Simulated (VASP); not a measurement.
A run of VASP 6.6.1 is set up as follows.

Contents of INCAR:

```
  PREC = Accurate
  ENCUT = 520
  EDIFF = 1E-7
  ISMEAR = -1
  SIGMA = 0.3
  LREAL = F
  LASPH = T
  NELM = 150
  ALGO = Normal
  ISIF = 2
  LWAVE = F
  LCHARG = F
  ISPIN = 2
  MAGMOM = 3.2 3.2
  LORBIT = 11
  LMAXMIX = 4
  GGA = RE
  NBANDS = 20
```

The input KPOINTS:

```
Automatic mesh
0
Gamma
  13 13 7
```

File POSCAR:

```
Co
1.0
    2.5485122251      0.0000000000      0.0000000000
   -1.2742561125      2.2070762297      0.0000000000
    0.0000000000      0.0000000000      4.1366315326
Co
2
Direct
    0.3333333333      0.6666666667      0.2500000000
    0.6666666667      0.3333333333      0.7500000000
```

Potentials or basis: VASP PAW PBE potentials, release 64 (Co).

The run is started by

```bash
$ cat potpaw_PBE.64/Co/POTCAR > POTCAR
$ mpirun -np 1 vasp_std > vasp.out
```

**Question.** Estimate the site moments.

**Answer.** Co +1.56 μB.

**Question.** Predict the net moment.

**Answer.** 3.07 μB per cell.

Stress tensor (GPa, compression positive):
```
-7.01  0.00  0.00
 0.00 -7.01  0.00
 0.00  0.00 -6.47
```

Caveat: the cell stands under tension; so wide a smearing shifts energies and pressures; the PAW data sets were made with another functional, which shifts forces and pressure a little.
